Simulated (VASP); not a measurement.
# TePb (Fm-3m) in VASP: a series of runs

Aim: see how the results for TePb move with the level of theory and the settings. Levels: revPBE, r2SCAN+rVV10. Tasks: single point.

Program: VASP 6.6.1. These are calculated values, not measurements. Logs are shortened: lines on timing, memory, paths and dates and some standing lists are left out, and cuts for length are marked.

## 1. The cell of the first run

It takes space group Fm-3m (No. 225, cubic). Conventional cell: a = 6.587 Å, b = 6.587 Å, c = 6.587 Å, α = 90.00°, β = 90.00°, γ = 90.00°. Within 4.3 Å of Pb (site symmetry m-3m) lie 6 Te at 3.29 Å. Te (site symmetry m-3m) has 6 Pb at 3.29 Å within 4.3 Å.

## 2. Single point, revPBE (volume scaled by 0.98)

INCAR

```
SYSTEM = TePb
PREC     = Accurate       ! precision mode
ENCUT    = 500            ! plane-wave cutoff, eV
EDIFF    = 1E-6           ! SCF threshold, eV
ISMEAR   = 0              ! smearing method
SIGMA    = 0.05           ! smearing width, eV
LREAL    = .FALSE.        ! projectors in reciprocal space
LASPH    = .TRUE.         ! aspherical terms in the spheres
NELM     = 120            ! most SCF steps
ALGO     = Normal         ! electronic algorithm
ISIF     = 2              ! what is computed and relaxed
LWAVE    = .FALSE.        ! write WAVECAR
LCHARG   = .FALSE.        ! write CHGCAR
GGA      = RE             ! functional
NBANDS   = 17             ! bands
GGA_COMPAT= .FALSE.
```

KPOINTS

```
Automatic mesh
0
G
  6 6 6
  0 0 0
```

POSCAR

```
TePb
1.0
    0.0000000000      3.2933169520      3.2933169520
    3.2933169520      0.0000000000      3.2933169520
    3.2933169520      3.2933169520      0.0000000000
Pb Te
1 1
Direct
    0.5000000000      0.5000000000      0.5000000000
    0.0000000000      0.0000000000      0.0000000000
```

Potentials or basis: VASP PAW PBE potentials, release 64 (Pb_d, Te).

Launch:

```sh
> cat potpaw_PBE.64/Pb_d/POTCAR potpaw_PBE.64/Te/POTCAR > POTCAR
> mpirun -np 1 vasp_std > vasp.out
```

OUTCAR:

```text
SYSTEM = TePb
   PREC = Accurate
   ENCUT = 500
   EDIFF = 1E-6
   ISMEAR = 0
   LREAL = .FALSE.
   LASPH = .TRUE.
   NELM = 120
   ISIF = 2
   GGA = RE

 ion  position               nearest neighbor table
   1  0.500  0.500  0.500-   2 3.29   2 3.29   2 3.29   2 3.29   2 3.29   2 3.29
   2  0.000  0.000  0.000-   1 3.29   1 3.29   1 3.29   1 3.29   1 3.29   1 3.29

  LATTYP: Found a face centered cubic cell.
 ALAT       =     6.5866339040

  Lattice vectors:

 A1 = (   0.0000000000,   3.2933169520,   3.2933169520)
 A2 = (   3.2933169520,   0.0000000000,   3.2933169520)
 A3 = (   3.2933169520,   3.2933169520,   0.0000000000)

Analysis of symmetry for initial positions (statically):
=====================================================================
 Subroutine PRICEL returns:
 Original cell was already a primitive cell.

 Routine SETGRP: Setting up the symmetry group for a
 face centered cubic supercell.

 Subroutine GETGRP returns: Found 48 space group operations
 (whereof 48 operations were pure point group operations)
 out of a pool of 48 trial point group operations.

The static configuration has the point symmetry O_h .

Analysis of symmetry for dynamics (positions and initial velocities):
=====================================================================
 Subroutine PRICEL returns:
 Original cell was already a primitive cell.

 Routine SETGRP: Setting up the symmetry group for a
 face centered cubic supercell.

 Subroutine GETGRP returns: Found 48 space group operations
 (whereof 48 operations were pure point group operations)
 out of a pool of 48 trial point group operations.

The dynamic configuration has the point symmetry O_h .

 Subroutine INISYM returns: Found 48 space group operations
 (whereof 48 operations are pure point group operations),
 and found     1 'primitive' translations

----------------------------------------------------------------------------------------

                                     Primitive cell

  volume of cell :      71.4382

  direct lattice vectors                    reciprocal lattice vectors
     0.000000000  3.293316952  3.293316952    -0.151822618  0.151822618  0.151822618
     3.293316952  0.000000000  3.293316952     0.151822618 -0.151822618  0.151822618
     3.293316952  3.293316952  0.000000000     0.151822618  0.151822618 -0.151822618

  length of vectors
     4.657453499  4.657453499  4.657453499     0.262964487  0.262964487  0.262964487

  position of ions in fractional coordinates (direct lattice)
     0.500000000  0.500000000  0.500000000
     0.000000000  0.000000000  0.000000000

  ion indices of the primitive-cell ions
   primitive index   ion index
                 1           1
                 2           2

----------------------------------------------------------------------------------------

 KPOINTS: Automatic mesh

Automatic generation of k-mesh.
 Grid dimensions read from file:
 generate k-points for:    6    6    6

 Generating k-lattice:

  Cartesian coordinates                     Fractional coordinates (reciprocal lattice)
    -0.025303770  0.025303770  0.025303770     0.166666667  0.000000000  0.000000000
     0.025303770 -0.025303770  0.025303770     0.000000000  0.166666667  0.000000000
     0.025303770  0.025303770 -0.025303770     0.000000000  0.000000000  0.166666667

  Length of vectors
     0.043827415  0.043827415  0.043827415

  Shift w.r.t. Gamma in fractional coordinates (k-lattice)
     0.000000000  0.000000000  0.000000000

 Subroutine IBZKPT returns following result:
 ===========================================

 Found     16 irreducible k-points:

 Following reciprocal coordinates:
            Coordinates               Weight
  0.000000  0.000000  0.000000      1.000000
  0.166667  0.000000  0.000000      8.000000
  0.333333  0.000000  0.000000      8.000000
  0.500000  0.000000  0.000000      4.000000
  0.166667  0.166667  0.000000      6.000000
  0.333333  0.166667  0.000000     24.000000
[... 8 lines left out ...]
 -0.333333  0.333333  0.166667     24.000000
 -0.333333  0.500000  0.166667     12.000000
   k-points           NKPTS =     16   k-points in BZ     NKDIM =     16   number of bands    NBANDS=     17
   number of dos      NEDOS =    301   number of ions     NIONS =      2
   total plane-waves  NPLWV =  46656
   dimension x,y,z NGX =    36 NGY =   36 NGZ =   36
   dimension x,y,z NGXF=    72 NGYF=   72 NGZF=   72
   ions per type =               1   1
   NGX,Y,Z   is equivalent  to a cutoff of  12.85, 12.85, 12.85 a.u.
   NGXF,Y,Z  is equivalent  to a cutoff of  25.70, 25.70, 25.70 a.u.
 SYSTEM =  TePb
   PREC   = accura    normal or accurate (medium, high low for compatibility)
   ISTART =      0    job   : 0-new  1-cont  2-samecut
   ICHARG =      2    charge: 1-file 2-atom 10-const
   ISPIN  =      1    spin polarized calculation?
   LNONCOLLINEAR =      F non collinear calculations
   LSORBIT =      F    spin-orbit coupling
   LASPH  =      T    aspherical Exc in radial PAW
   ENCUT  =  500.0 eV  36.75 Ry    6.06 a.u.   8.49  8.49  8.49*2*pi/ulx,y,z
   NELM   =    120;   NELMIN=  2; NELMDL= -5     # of ELM steps
   EDIFF  = 0.1E-05   stopping-criterion for ELM
   LREAL  =      F    real-space projection
   EDIFFG = 0.1E-04   stopping-criterion for IOM
   NSW    =      0    number of steps for IOM
   IBRION =     -1    ionic relax: 0-MD 1-quasi-New 2-CG
   NFREE  =      0    steps in history (QN), initial steepest desc. (CG)
   ISIF   =      2    stress and relaxation
   ISYM   =      2    0-nonsym 1-usesym 2-fastsym
   POTIM  = 0.5000    time-step for ionic-motion
   TEBEG  =    0.0;   TEEND  =   0.0 temperature during run
   PSTRESS=    0.0 pullay stress
   NELECT =      20.0000    total number of electrons
   NUPDOWN=      -1.0000    fix difference up-down
   EMIN   =  10.00;   EMAX   =-10.00  energy-range for DOS
   EFERMI =   0.00;   METHOD = LEGACY
   ISMEAR =     0;   SIGMA  =   0.05  broadening in eV -4-tet -1-fermi 0-gaus
   EFERMI_NEDOS =   21; number of points for ismear=-14 and -15
   IALGO  =     38    algorithm
   IMIX   =      4    mixing-type and parameters
     AMIX     =   0.40;   BMIX     =  1.00
     AMIX_MAG =   1.60;   BMIX_MAG =  1.00
  volume/ion in A,a.u.               =      35.72       241.04
  Fermi-wavevector in a.u.,A,eV,Ry     =   1.070963  2.023827 15.605374  1.146963
  Thomas-Fermi vector in A             =   2.206689
   LORBIT       =      0    0 simple, 1 ext, 2 COOP (PROOUT), +10 PAW based schemes
   GGA     = RE    functional components
   LHFCALC =     F    Hartree Fock is set to
   AEXX    =    0.0000 exact exchange contribution
   IVDW    =     0    specifies the selected vdW correction
   LEPSILON=     F    determine dielectric tensor
   LRPA    =     F    only Hartree local field effects (RPA)
 non-spin polarized calculation
 Gauss-broadening in eV      SIGMA  =   0.05
  energy-cutoff  :      500.00
  volume of cell :       71.44
 maximum number of plane-waves:      1837
 NGX is ok and might be reduce to    36
   NGX = 17   NGY = 17   NGZ = 17

 number of electron      19.9999998 magnetization

 Free energy of the ion-electron system (eV)
  ---------------------------------------------------
  ext. energy  EPLUGINS =         0.00000000
  ---------------------------------------------------
  free energy    TOTEN  =        -6.92591872 eV

  energy without entropy =       -6.92591872  energy(sigma->0) =       -6.92591872

 E-fermi :   5.2609     XC(G=0):  -8.9458

 val. band max:        4.9870660075   @ k =   0.5000   0.0000   0.0000
 cond. band min:       5.8836215308   @ k =   0.5000   0.0000   0.0000
 fundamental gap:      0.8965555233
 Fermi energy:         5.2609375385

 k-point     1 :       0.0000    0.0000    0.0000
  band No.  band energies     occupation
      1     -11.7018      2.00000
      2     -11.7018      2.00000
      3     -11.6993      2.00000
      4     -11.6993      2.00000
      5     -11.6993      2.00000
      6      -6.5528      2.00000
[... 9 lines left out ...]
     16      10.9359      0.00000
     17      12.4423      0.00000

 k-point     2 :       0.1667    0.0000    0.0000
  band No.  band energies     occupation
      1     -11.7044      2.00000
      2     -11.7044      2.00000
      3     -11.6987      2.00000
      4     -11.6960      2.00000
      5     -11.6960      2.00000
      6      -6.3358      2.00000
[... 9 lines left out ...]
     16      11.4187      0.00000
     17      13.9081      0.00000

 k-point     3 :       0.3333    0.0000    0.0000
  band No.  band energies     occupation
      1     -11.7103      2.00000
      2     -11.7103      2.00000
      3     -11.6975      2.00000
      4     -11.6889      2.00000
      5     -11.6889      2.00000
      6      -5.7499      2.00000
[... 9 lines left out ...]
     16      12.7230      0.00000
     17      15.7672      0.00000

 k-point     4 :       0.5000    0.0000    0.0000
  band No.  band energies     occupation
      1     -11.7132      2.00000
      2     -11.7132      2.00000
      3     -11.6970      2.00000
      4     -11.6853      2.00000
      5     -11.6853      2.00000
      6      -5.2646      2.00000
[... 9 lines left out ...]
     16      14.2463      0.00000
     17      14.2463      0.00000
[... 183 lines left out ...]
      1     -11.7255      2.00000
      2     -11.7031      2.00000
      3     -11.6989      2.00000
      4     -11.6869      2.00000
      5     -11.6847      2.00000
      6      -5.3432      2.00000
[... 9 lines left out ...]
     16      14.0792      0.00000
     17      14.4693      0.00000

 k-point    15 :      -0.3333    0.3333    0.1667
  band No.  band energies     occupation
      1     -11.7277      2.00000
      2     -11.7050      2.00000
      3     -11.6933      2.00000
      4     -11.6917      2.00000
      5     -11.6819      2.00000
      6      -5.0204      2.00000
[... 9 lines left out ...]
     16      15.2263      0.00000
     17      15.3888      0.00000

 k-point    16 :      -0.3333    0.5000    0.1667
  band No.  band energies     occupation
      1     -11.7369      2.00000
      2     -11.7001      2.00000
      3     -11.6996      2.00000
      4     -11.6864      2.00000
      5     -11.6793      2.00000
      6      -4.9694      2.00000
[... 9 lines left out ...]
     16      15.4871      0.00000
     17      16.2923      0.00000

------------------------ aborting loop because EDIFF is reached ----------------------------------------

  FORCE on cell =-STRESS in cart. coord.  units (eV):
  Direction    XX          YY          ZZ          XY          YZ          ZX
  --------------------------------------------------------------------------------------
  -------------------------------------------------------------------------------------
  Total        0.3035398      0.3035398      0.3035398      0.0000000      0.0000000     -0.0000000
  in kB        6.8076246      6.8076246      6.8076246      0.0000000      0.0000000     -0.0000000
  external PRESSURE =       6.8076246 kB  Pullay stress =       0.0000000 kB

 VOLUME and BASIS-vectors are now :
 -----------------------------------------------------------------------------
  energy-cutoff  :      500.00
  volume of cell :       71.44
      direct lattice vectors                 reciprocal lattice vectors
     0.000000000  3.293316952  3.293316952    -0.151822618  0.151822618  0.151822618
     3.293316952  0.000000000  3.293316952     0.151822618 -0.151822618  0.151822618
     3.293316952  3.293316952  0.000000000     0.151822618  0.151822618 -0.151822618

 POSITION                                       TOTAL-FORCE (eV/Angst)
 -----------------------------------------------------------------------------------
      3.29332      3.29332      3.29332         0.000000      0.000000      0.000000
      0.00000      0.00000      0.00000        -0.000000     -0.000000     -0.000000
 -----------------------------------------------------------------------------------
    total drift:                                0.000000      0.000000      0.000000

  FREE ENERGIE OF THE ION-ELECTRON SYSTEM (eV)
  ---------------------------------------------------
  free  energy   TOTEN  =        -6.9259187222 eV

  energy  without entropy=       -6.9259187222  energy(sigma->0) =       -6.92591872
```

Run time: 14 s. Hardware: 1 thread of Intel Xeon Platinum 8559C (Emerald Rapids), shared host; peak memory 0.2 GiB.

What came out:

* Free energy: -6.9259 eV
* Pressure: 0.7 GPa
* Band gap on the k mesh: 0.90 eV, direct

Levels at points of the mesh, in eV from the valence-band top:
| k point | band 8 | band 9 | band 10 | band 11 | band 12 | band 13 |
| --- | --- | --- | --- | --- | --- | --- |
| (0.00, 0.00, 0.00) | -1.13 | -1.13 | -1.13 | 4.04 | 4.04 | 4.04 |
| (0.50, 0.00, 0.00) | -0.72 | -0.72 | 0.00 | 0.90 | 1.44 | 1.44 |
| (0.50, 0.50, 0.00) | -4.04 | -2.47 | -2.47 | 3.59 | 5.30 | 5.30 |

Caveat: the PAW data sets were made with another functional, which shifts forces and pressure a little; spin-orbit coupling is left out, which moves the levels of the heavy elements. A k mesh can miss the band edges.

## 3. Single point, revPBE (volume scaled by 1.02)

INCAR

```
SYSTEM = TePb
  PREC = Accurate
  ENCUT = 500
  EDIFF = 1E-6
  ISMEAR = 0
  SIGMA = 0.05
  LREAL = .False.
  LASPH = .True.
  NELM = 120
  ALGO = Normal
  ISIF = 2
  LWAVE = .False.
  LCHARG = .False.
  GGA = RE
  NBANDS = 17
  GGA_COMPAT = .False.
```

KPOINTS

```
regular mesh
0
Gamma
  6 6 6
  0 0 0
```

POSCAR

```
TePb
1.0
    0.0000000000      3.3375278242      3.3375278242
    3.3375278242      0.0000000000      3.3375278242
    3.3375278242      3.3375278242      0.0000000000
Pb Te
1 1
Direct
    0.5000000000      0.5000000000      0.5000000000
    0.0000000000      0.0000000000      0.0000000000
```

Potentials or basis: VASP PAW PBE potentials, release 64 (Pb_d, Te).

Launch:

```sh
> cat potpaw_PBE.64/Pb_d/POTCAR potpaw_PBE.64/Te/POTCAR > POTCAR
> mpirun -np 1 vasp_std > vasp.out
```

It took 14 s on 1 thread of Intel Xeon Platinum 8559C (Emerald Rapids), shared host; peak memory 0.2 GiB.

Results (log left out):

```yaml
Free_energy: -6.9258 eV
Pressure: -0.7 GPa
Band_gap_on_the_k_mesh: 0.96 eV, direct
```

Levels at points of the mesh, in eV from the valence-band top:
```csv
k point,band 7,band 8,band 9,band 10,band 11,band 12,band 13,band 14
"(0.00, 0.00, 0.00)",-5.80,-0.99,-0.99,-0.99,3.99,3.99,3.99,6.04
"(0.50, 0.00, 0.00)",-8.11,-0.60,-0.60,0.00,0.96,1.52,1.52,8.36
"(0.50, 0.50, 0.00)",-7.14,-3.75,-2.26,-2.26,3.75,5.16,5.16,6.20
```

Caveat: the PAW data sets were made with another functional, which shifts forces and pressure a little; spin-orbit coupling is left out, which moves the levels of the heavy elements. A k mesh can miss the band edges.

(Continued in part 2 of 3.)
